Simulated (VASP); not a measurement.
A run of VASP 6.6.1:

INCAR

```
ALGO = Normal ; EDIFF = 1E-7
ENCUT = 520 ; ISIF = 2
ISMEAR = -1 ; LASPH = T
LCHARG = T ; LELF = T
LREAL = F ; LVHAR = T
LWAVE = F ; NBANDS = 11
NELM = 80 ; PREC = Accurate
SIGMA = 0.05
```

The input KPOINTS:

```
k-points
0
Gamma
  13 13 13
```

The input POSCAR:

```
Sr
1.0
    0.0000000000      2.2194746908      2.2194746908
    2.2194746908      0.0000000000      2.2194746908
    2.2194746908      2.2194746908      0.0000000000
Sr
1
Direct
    0.0000000000      0.0000000000      0.0000000000
```

Potentials or basis: VASP PAW LDA potentials, release 64 (Sr_sv).

Launch:

```sh
$ cat potpaw_LDA.64/Sr_sv/POTCAR > POTCAR
$ mpirun -np 1 vasp_std > vasp.out
```

Hardware: 1 thread of Intel Xeon 8259CL (shared host).

Estimate the wall time of this run.

It took 19 s on 1 thread of Intel Xeon 8259CL, with other jobs on the host, peak memory 0.14 GiB. Counts: scf iterations 13, k points 84.
